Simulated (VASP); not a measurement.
Write the native input for VASP 6.6.1 that does the following.

* Task: single point
* Functional: LDA
* Potentials or basis: VASP PAW LDA potentials, release 64 (In_d, As)
* Cutoff: 520 eV
* k mesh: 12 × 12 × 12
* Occupations: gaussian, width 0.1 eV
* Spin: no spin polarisation
* Dipole correction: no
* Further INCAR settings: ALGO = Normal; EDIFF = 1e-07; NBANDS = 16

The structure of InAs lies in POSCAR:

```
InAs
1.0
    0.0000000000      3.0438898545      3.0438898545
    3.0438898545      0.0000000000      3.0438898545
    3.0438898545      3.0438898545      0.0000000000
In As
1 1
Direct
    0.0000000000      0.0000000000      0.0000000000
    0.2500000000      0.2500000000      0.2500000000
```

The input as run:

INCAR

```
SYSTEM = InAs
PREC     = Accurate       ! precision mode
ENCUT    = 520            ! plane-wave cutoff, eV
EDIFF    = 1E-7           ! SCF threshold, eV
ISMEAR   = 0              ! smearing method
SIGMA    = 0.1            ! smearing width, eV
LREAL    = .FALSE.        ! projectors in reciprocal space
LASPH    = .TRUE.         ! aspherical terms in the spheres
NELM     = 80             ! most SCF steps
ALGO     = Normal         ! electronic algorithm
ISIF     = 2              ! what is computed and relaxed
LWAVE    = .FALSE.        ! write WAVECAR
LCHARG   = .FALSE.        ! write CHGCAR
NBANDS   = 16             ! bands
```

KPOINTS

```
Automatic mesh
0
G
  12 12 12
  0 0 0
```

Potentials or basis: VASP PAW LDA potentials, release 64 (In_d, As).

Command:

```console
$ cat potpaw_LDA.64/In_d/POTCAR potpaw_LDA.64/As/POTCAR > POTCAR
$ mpirun -np 1 vasp_std > vasp.out
```

It gave:

```
Pressure               : -1.6 GPa
Band gap on the k mesh : zero (filled and empty bands touch)
```

Caveat: spin-orbit coupling is left out, which moves the levels of the heavy elements.

It took 32 s on 1 thread of Intel(R) Xeon(R) Platinum 8488C (Sapphire Rapids), with other jobs on the host, peak memory 0.2 GiB.
